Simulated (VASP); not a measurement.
# Au (Fm-3m) in VASP: a series of runs

Au is run at these levels: PBE, revPBE+D3(BJ), PBEsol+D4; tasks: single point.

Everything below comes from runs of VASP 6.6.1. Logs are shortened: lines on timing, memory, paths and dates and some standing lists are left out, and cuts for length are marked.

**1. The cell of the first run**

Symmetry: Fm-3m, No. 225, cubic system. Conventional cell: a = 4.070 Å, b = 4.070 Å, c = 4.070 Å, α = 90.00°, β = 90.00°, γ = 90.00°. Within 3.8 Å of Au (site symmetry m-3m) lie 12 Au at 2.88 Å.

**2. Single point, PBE**

Input file INCAR:

```
SYSTEM = Au
PREC = Accurate
ENCUT = 520
EDIFF = 1E-6
ISMEAR = 0
SIGMA = 0.02
LREAL = .FALSE.
LASPH = .TRUE.
NELM = 80
ALGO = Normal
ISIF = 2
LWAVE = .FALSE.
LCHARG = .FALSE.
GGA = PE
NBANDS = 12
```

Input file KPOINTS:

```
regular mesh
0
G
  11 11 11
  0 0 0
```

Input file POSCAR:

```
Au
1.0
    0.0000000000      2.0350000000      2.0350000000
    2.0350000000      0.0000000000      2.0350000000
    2.0350000000      2.0350000000      0.0000000000
Au
1
Direct
    0.0000000000      0.0000000000      0.0000000000
```

Potentials or basis: VASP PAW PBE potentials, release 64 (Au).

Launch:

```sh
$ cat potpaw_PBE.64/Au/POTCAR > POTCAR
$ mpirun -np 1 vasp_std > vasp.out
```

OUTCAR:

```text
SYSTEM = Au
   PREC = Accurate
   ENCUT = 520
   EDIFF = 1E-6
   ISMEAR = 0
   LREAL = .FALSE.
   LASPH = .TRUE.
   NELM = 80
   ISIF = 2
   GGA = PE

 ion  position               nearest neighbor table
   1  0.000  0.000  0.000-

  LATTYP: Found a face centered cubic cell.
 ALAT       =     4.0700000000

  Lattice vectors:

 A1 = (   0.0000000000,   2.0350000000,   2.0350000000)
 A2 = (   2.0350000000,   0.0000000000,   2.0350000000)
 A3 = (   2.0350000000,   2.0350000000,   0.0000000000)

Analysis of symmetry for initial positions (statically):
=====================================================================
 Subroutine PRICEL returns:
 Original cell was already a primitive cell.

 Routine SETGRP: Setting up the symmetry group for a
 face centered cubic supercell.

 Subroutine GETGRP returns: Found 48 space group operations
[... 9 lines left out ...]

 Routine SETGRP: Setting up the symmetry group for a
 face centered cubic supercell.

 Subroutine GETGRP returns: Found 48 space group operations
[... 11 lines left out ...]
                                     Primitive cell

  volume of cell :      16.8548

  direct lattice vectors                    reciprocal lattice vectors
     0.000000000  2.035000000  2.035000000    -0.245700246  0.245700246  0.245700246
     2.035000000  0.000000000  2.035000000     0.245700246 -0.245700246  0.245700246
     2.035000000  2.035000000  0.000000000     0.245700246  0.245700246 -0.245700246

  length of vectors
     2.877924599  2.877924599  2.877924599     0.425565309  0.425565309  0.425565309

  position of ions in fractional coordinates (direct lattice)
     0.000000000  0.000000000  0.000000000

  ion indices of the primitive-cell ions
   primitive index   ion index
                 1           1

----------------------------------------------------------------------------------------

 KPOINTS: regular mesh

Automatic generation of k-mesh.
 Grid dimensions read from file:
 generate k-points for:   11   11   11

 Generating k-lattice:

  Cartesian coordinates                     Fractional coordinates (reciprocal lattice)
    -0.022336386  0.022336386  0.022336386     0.090909091  0.000000000  0.000000000
     0.022336386 -0.022336386  0.022336386     0.000000000  0.090909091  0.000000000
     0.022336386  0.022336386 -0.022336386     0.000000000  0.000000000  0.090909091

  Length of vectors
     0.038687755  0.038687755  0.038687755

  Shift w.r.t. Gamma in fractional coordinates (k-lattice)
     0.000000000  0.000000000  0.000000000

 Subroutine IBZKPT returns following result:
 ===========================================

 Found     56 irreducible k-points:

 Following reciprocal coordinates:
            Coordinates               Weight
  0.000000  0.000000  0.000000      1.000000
  0.090909  0.000000  0.000000      8.000000
  0.181818  0.000000  0.000000      8.000000
  0.272727  0.000000  0.000000      8.000000
  0.363636  0.000000  0.000000      8.000000
  0.454545  0.000000  0.000000      8.000000
[... 16 lines left out ...]
 -0.272727  0.181818  0.000000     24.000000
 -0.181818  0.181818  0.000000     12.000000
 [... further k-points ...]
   k-points           NKPTS =     56   k-points in BZ     NKDIM =     56   number of bands    NBANDS=     12
   number of dos      NEDOS =    301   number of ions     NIONS =      1
   total plane-waves  NPLWV =  13824
   dimension x,y,z NGX =    24 NGY =   24 NGZ =   24
   dimension x,y,z NGXF=    48 NGYF=   48 NGZF=   48
   ions per type =               1
   NGX,Y,Z   is equivalent  to a cutoff of  13.86, 13.86, 13.86 a.u.
   NGXF,Y,Z  is equivalent  to a cutoff of  27.73, 27.73, 27.73 a.u.
 SYSTEM =  Au
   PREC   = accura    normal or accurate (medium, high low for compatibility)
   ISTART =      0    job   : 0-new  1-cont  2-samecut
   ICHARG =      2    charge: 1-file 2-atom 10-const
   ISPIN  =      1    spin polarized calculation?
   LNONCOLLINEAR =      F non collinear calculations
   LSORBIT =      F    spin-orbit coupling
   LASPH  =      T    aspherical Exc in radial PAW
   ENCUT  =  520.0 eV  38.22 Ry    6.18 a.u.   5.35  5.35  5.35*2*pi/ulx,y,z
   NELM   =     80;   NELMIN=  2; NELMDL= -5     # of ELM steps
   EDIFF  = 0.1E-05   stopping-criterion for ELM
   LREAL  =      F    real-space projection
   EDIFFG = 0.1E-04   stopping-criterion for IOM
   NSW    =      0    number of steps for IOM
   IBRION =     -1    ionic relax: 0-MD 1-quasi-New 2-CG
   NFREE  =      0    steps in history (QN), initial steepest desc. (CG)
   ISIF   =      2    stress and relaxation
   ISYM   =      2    0-nonsym 1-usesym 2-fastsym
   POTIM  = 0.5000    time-step for ionic-motion
   TEBEG  =    0.0;   TEEND  =   0.0 temperature during run
   PSTRESS=    0.0 pullay stress
   NELECT =      11.0000    total number of electrons
   NUPDOWN=      -1.0000    fix difference up-down
   EMIN   =  10.00;   EMAX   =-10.00  energy-range for DOS
   EFERMI =   0.00;   METHOD = LEGACY
   ISMEAR =     0;   SIGMA  =   0.02  broadening in eV -4-tet -1-fermi 0-gaus
   EFERMI_NEDOS =   21; number of points for ismear=-14 and -15
   IALGO  =     38    algorithm
   IMIX   =      4    mixing-type and parameters
     AMIX     =   0.40;   BMIX     =  1.00
     AMIX_MAG =   1.60;   BMIX_MAG =  1.00
  volume/ion in A,a.u.               =      16.85       113.74
  Fermi-wavevector in a.u.,A,eV,Ry     =   1.420032  2.683470 27.436005  2.016489
  Thomas-Fermi vector in A             =   2.540990
   LORBIT       =      0    0 simple, 1 ext, 2 COOP (PROOUT), +10 PAW based schemes
   GGA     = PE    functional components
   LHFCALC =     F    Hartree Fock is set to
   AEXX    =    0.0000 exact exchange contribution
   IVDW    =     0    specifies the selected vdW correction
   LEPSILON=     F    determine dielectric tensor
   LRPA    =     F    only Hartree local field effects (RPA)
 non-spin polarized calculation
 Gauss-broadening in eV      SIGMA  =   0.02
  energy-cutoff  :      520.00
  volume of cell :       16.85
 maximum number of plane-waves:       465
 NGX is ok and might be reduce to    24
   NGX = 11   NGY = 11   NGZ = 11

 number of electron      10.9999999 magnetization

 Free energy of the ion-electron system (eV)
  ---------------------------------------------------
  ext. energy  EPLUGINS =         0.00000000
  ---------------------------------------------------
  free energy    TOTEN  =        -3.19554402 eV

  energy without entropy =       -3.19551845  energy(sigma->0) =       -3.19553123

 E-fermi :   9.7651     XC(G=0): -12.7823

 val. band max:        9.5442272722   @ k =   0.4545   0.3636   0.0000
 cond. band min:       9.7938581617   @ k =  -0.4545   0.0909   0.0000
 fundamental gap:      0.2496308895
 Fermi energy:         9.7650529765

 k-point     1 :       0.0000    0.0000    0.0000
  band No.  band energies     occupation
      1      -0.3128      2.00000
      2       4.9101      2.00000
      3       4.9101      2.00000
      4       4.9101      2.00000
      5       6.4533      2.00000
      6       6.4533      2.00000
      7      24.1677      0.00000
      8      28.2298      0.00000
      9      28.2298      0.00000
     10      28.2298      0.00000
     11      33.1716      0.00000
     12      37.9347      0.00000

 k-point     2 :       0.0909    0.0000    0.0000
  band No.  band energies     occupation
      1      -0.0239      2.00000
      2       4.8186      2.00000
      3       5.0067      2.00000
      4       5.0067      2.00000
      5       6.4123      2.00000
      6       6.4123      2.00000
      7      24.4936      0.00000
      8      26.6098      0.00000
      9      28.5777      0.00000
     10      28.5777      0.00000
     11      33.9987      0.00000
     12      36.0679      0.00000

 k-point     3 :       0.1818    0.0000    0.0000
  band No.  band energies     occupation
      1       0.7684      2.00000
      2       4.6699      2.00000
      3       5.1809      2.00000
      4       5.1809      2.00000
      5       6.4157      2.00000
      6       6.4157      2.00000
      7      23.4395      0.00000
      8      25.3366      0.00000
      9      29.4291      0.00000
     10      29.4291      0.00000
     11      31.8616      0.00000
     12      34.0057      0.00000

 k-point     4 :       0.2727    0.0000    0.0000
  band No.  band energies     occupation
      1       1.7168      2.00000
      2       4.9101      2.00000
      3       5.1672      2.00000
      4       5.1672      2.00000
      5       6.7309      2.00000
      6       6.7309      2.00000
      7      20.0154      0.00000
      8      25.1022      0.00000
      9      29.5787      0.00000
     10      29.5787      0.00000
     11      31.7327      0.00000
     12      32.7188      0.00000

 k-point     5 :       0.3636    0.0000    0.0000
  band No.  band energies     occupation
      1       2.1852      2.00000
      2       5.0067      2.00000
      3       5.0067      2.00000
      4       6.2068      2.00000
      5       7.2486      2.00000
      6       7.2486      2.00000
      7      16.4293      0.00000
      8      24.2452      0.00000
      9      28.1029      0.00000
     10      28.1029      0.00000
     11      33.6616      0.00000
     12      33.6788      0.00000

 k-point     6 :       0.4545    0.0000    0.0000
  band No.  band energies     occupation
      1       2.2463      2.00000
      2       4.8866      2.00000
      3       4.8866      2.00000
      4       7.6248      2.00000
      5       7.6248      2.00000
      6       8.1688      2.00000
      7      13.4044      0.00000
      8      23.6928      0.00000
      9      27.0233      0.00000
     10      27.0233      0.00000
     11      34.6160      0.00000
     12      34.6160      0.00000

 k-point     7 :       0.0909    0.0909    0.0000
  band No.  band energies     occupation
      1       0.0735      2.00000
      2       4.7110      2.00000
      3       5.0856      2.00000
      4       5.0856      2.00000
      5       6.2415      2.00000
      6       6.5394      2.00000
      7      24.6427      0.00000
      8      27.1845      0.00000
      9      27.9678      0.00000
     10      27.9678      0.00000
     11      35.2568      0.00000
     12      35.5025      0.00000

 k-point     8 :       0.1818    0.0909    0.0000
  band No.  band energies     occupation
      1       0.7075      2.00000
      2       4.5071      2.00000
      3       5.2756      2.00000
      4       5.2912      2.00000
      5       6.0968      2.00000
      6       6.6322      2.00000
      7      24.6158      0.00000
      8      25.4732      0.00000
      9      27.7591      0.00000
     10      28.8521      0.00000
     11      32.3557      0.00000
     12      34.3014      0.00000
[... 166 lines left out ...]
 k-point    20 :       0.4545    0.1818    0.0000
  band No.  band energies     occupation
      1       2.9146      2.00000
      2       4.4661      2.00000
      3       5.0857      2.00000
      4       5.6346      2.00000
      5       7.7232      2.00000
      6       9.3170      2.00000
      7      15.6422      0.00000
      8      23.5800      0.00000
      9      24.4918      0.00000
     10      26.1022      0.00000
     11      34.9155      0.00000
     12      34.9310      0.00000

 k-point    21 :      -0.4545    0.1818    0.0000
  band No.  band energies     occupation
      1       2.9702      2.00000
      2       4.4244      2.00000
      3       5.5053      2.00000
      4       5.6495      2.00000
      5       7.6241      2.00000
      6      11.4895      0.00000
      7      12.8228      0.00000
      8      22.4655      0.00000
      9      25.1552      0.00000
     10      25.5274      0.00000
     11      35.0666      0.00000
     12      35.1796      0.00000

 k-point    22 :      -0.3636    0.1818    0.0000
  band No.  band energies     occupation
      1       3.0537      2.00000
      2       4.5108      2.00000
      3       5.4849      2.00000
      4       5.4988      2.00000
      5       7.1324      2.00000
      6      10.1396      0.00000
      7      14.8881      0.00000
      8      21.8695      0.00000
      9      25.5038      0.00000
     10      26.7788      0.00000
     11      33.2810      0.00000
     12      35.1676      0.00000

 k-point    23 :      -0.2727    0.1818    0.0000
  band No.  band energies     occupation
      1       3.0046      2.00000
      2       4.5276      2.00000
      3       4.9013      2.00000
      4       5.5975      2.00000
      5       6.4503      2.00000
      6       8.7250      2.00000
      7      18.1689      0.00000
      8      22.0027      0.00000
      9      26.1251      0.00000
     10      29.1403      0.00000
     11      30.8870      0.00000
     12      35.2206      0.00000

 k-point    24 :      -0.1818    0.1818    0.0000
  band No.  band energies     occupation
      1       2.2808      2.00000
      2       4.2902      2.00000
      3       5.1102      2.00000
      4       5.7969      2.00000
      5       5.8356      2.00000
      6       7.6788      2.00000
      7      21.1057      0.00000
      8      23.0923      0.00000
      9      27.3900      0.00000
     10      28.8899      0.00000
     11      31.6329      0.00000
     12      34.3423      0.00000

 [... further k-points ...]

------------------------ aborting loop because EDIFF is reached ----------------------------------------

  FORCE on cell =-STRESS in cart. coord.  units (eV):
  Direction    XX          YY          ZZ          XY          YZ          ZX
  --------------------------------------------------------------------------------------
  -------------------------------------------------------------------------------------
  Total        1.1059170      1.1059170      1.1059170      0.0000000     -0.0000000      0.0000000
  in kB      105.1259332    105.1259332    105.1259332      0.0000000     -0.0000000      0.0000000
  external PRESSURE =     105.1259332 kB  Pullay stress =       0.0000000 kB

 VOLUME and BASIS-vectors are now :
 -----------------------------------------------------------------------------
  energy-cutoff  :      520.00
  volume of cell :       16.85
      direct lattice vectors                 reciprocal lattice vectors
     0.000000000  2.035000000  2.035000000    -0.245700246  0.245700246  0.245700246
     2.035000000  0.000000000  2.035000000     0.245700246 -0.245700246  0.245700246
     2.035000000  2.035000000  0.000000000     0.245700246  0.245700246 -0.245700246

 POSITION                                       TOTAL-FORCE (eV/Angst)
 -----------------------------------------------------------------------------------
      0.00000      0.00000      0.00000        -0.000000      0.000000     -0.000000
 -----------------------------------------------------------------------------------
    total drift:                               -0.000000      0.000000     -0.000000

  FREE ENERGIE OF THE ION-ELECTRON SYSTEM (eV)
  ---------------------------------------------------
  free  energy   TOTEN  =        -3.1955440160 eV

  energy  without entropy=       -3.1955184531  energy(sigma->0) =       -3.19553123
```

Wall time 4.2 s (1 thread of Intel Xeon 6975P-C (Granite Rapids), shared host); peak memory 0.14 GiB.

Results:

```
Free energy : -3.1955 eV
Pressure    : 10.5 GPa
```

Levels at points of the mesh, in eV from the Fermi level:
```csv
k point,band 4,band 5,band 6,band 7,band 8,band 9
"(0.00, 0.00, 0.00)",-4.85,-3.31,-3.31,14.40,18.46,18.46
```

Caveat: spin-orbit coupling is left out, which moves the levels of the heavy elements.

(Continued in part 2 of 2.)
